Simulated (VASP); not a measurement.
Wanted: the native input for a VASP 6.6.1 run.

| Quantity | Value |
| --- | --- |
| Task | single point |
| Functional | PBE |
| Dispersion | D3(BJ) |
| Potentials or basis | VASP PAW PBE potentials, release 64 (Al) |
| Cutoff | 520 eV |
| k mesh | 20 × 20 × 20 |
| Occupations | gaussian, width 0.15 eV |
| Spin | no spin polarisation |
| Dipole correction | no |
| Further INCAR settings | ALGO = Fast; EDIFF = 1e-06; NBANDS = 8 |

The structure of Al lies in POSCAR:

```
Al
1.0
   -0.1393715455      1.9910220790      1.8516505335
    1.8516505335      0.0000000000      1.7122789879
    1.9910220790      1.9910220790     -0.1393715455
Al
1
Direct
    0.0000000000      0.0000000000      0.0000000000
```

This cell differs from its parent crystal: engineering shear strain xz -0.1400, normal strain along z -0.0700.

The input as run:

INCAR

```
SYSTEM = Al
PREC = Accurate ; ENCUT = 520
EDIFF = 1E-6 ; ISMEAR = 0
SIGMA = 0.15 ; LREAL = .False.
LASPH = .True. ; NELM = 80
ALGO = Fast ; ISIF = 2
LWAVE = .False. ; LCHARG = .False.
GGA = PE ; IVDW = 12
NBANDS = 8
```

KPOINTS

```
regular mesh
0
Gamma
  20 20 20
  0 0 0
```

Potentials or basis: VASP PAW PBE potentials, release 64 (Al).

Launch:

```bash
$ cat potpaw_PBE.64/Al/POTCAR > POTCAR
$ mpirun -np 1 vasp_std > vasp.out
```

It gave:

```json
{"Pressure": "11.2 GPa", "Band gap on the k mesh": "zero (an odd number of electrons rules out a gap without spin polarisation)", "Dispersion energy per atom": "-0.382 eV"}
```

Caveat: the cell differs from its parent crystal (engineering shear strain xz -0.1400, normal strain along z -0.0700); the cell stands under pressure.

Wall time 64 s on 1 thread of Intel(R) Xeon(R) 6975P-C (Granite Rapids), on a shared host, peak memory 0.32 GiB.
